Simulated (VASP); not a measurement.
Input of a VASP 6.6.1 run:

Contents of INCAR:

```
PREC     = Accurate       # precision mode
ENCUT    = 520            # plane-wave cutoff, eV
EDIFF    = 1E-7           # SCF threshold, eV
ISMEAR   = 0              # smearing method
SIGMA    = 0.05           # smearing width, eV
LREAL    = F              # projectors in reciprocal space
LASPH    = T              # aspherical terms in the spheres
NELM     = 60             # most SCF steps
ALGO     = Normal         # electronic algorithm
ISIF     = 2              # what is computed and relaxed
LWAVE    = F              # write WAVECAR
LCHARG   = F              # write CHGCAR
GGA      = PS             # functional
NBANDS   = 11             # bands
```

File KPOINTS:

```
regular mesh
0
Gamma
  18 18 18
```

The input POSCAR:

```
SiC
1.0
    0.0000000000      2.2070720514      2.2070720514
    2.2070720514      0.0000000000      2.2070720514
    2.2070720514      2.2070720514      0.0000000000
Si C
1 1
Direct
    0.0000000000      0.0000000000      0.0000000000
    0.2500000000      0.2500000000      0.2500000000
```

Potentials or basis: VASP PAW PBE potentials, release 64 (Si, C).

Launch:

```sh
$ cat potpaw_PBE.64/Si/POTCAR potpaw_PBE.64/C/POTCAR > POTCAR
$ mpirun -np 1 vasp_std > vasp.out
```

**Question.** What does it give for the pressure?

**Answer.** -7.7 GPa.

**Question.** What does it give for the band gap on the k mesh?

**Answer.** 1.27 eV, indirect (least direct gap 4.40 eV).

Caveat: the PAW data sets were made with another functional, which shifts forces and pressure a little. A k mesh can miss the band edges.
